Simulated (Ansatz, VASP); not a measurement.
## Cu in VASP and in Ansatz

```
Cu
1.0
     2.60852    0.00000    0.00000
    -1.30426    2.25905    0.00000
     0.00000    0.00000    4.29505
Cu
2
Cartesian
  0.0000 1.5060 1.0738
  1.3043 0.7530 3.2213
```

Alike in both runs: task single point; functional PBE; k mesh 18 × 18 × 10; occupations gaussian, width 0.1 eV; no spin polarisation.

|  | VASP | Ansatz |
| --- | --- | --- |
| version | VASP 6.6.1 | Ansatz 0.2.0 |
| potentials or method | VASP PAW PBE potentials, release 64 (Cu), cutoff 520 eV | scalar-relativistic, plane waves, PAW |
| valence electrons in the cell | 22 | 38 |

VASP gave:

- gap on the k mesh at the Fermi level (eV): none
- pressure (GPa): -5.9
- traceless stress, the component that is largest in VASP (GPa): -0.69

Problem. What did Ansatz give for the same quantities?

Solution. gap on the k mesh at the Fermi level (eV): none; pressure (GPa): -6.7; traceless stress, the component that is largest in VASP (GPa): -0.68.

A gap of «none» marks a metal or a gap that the smearing closes. VASP's potentials hold 22 valence electrons a cell and Ansatz's 38, so a difference there can come from the potentials and not from the codes.
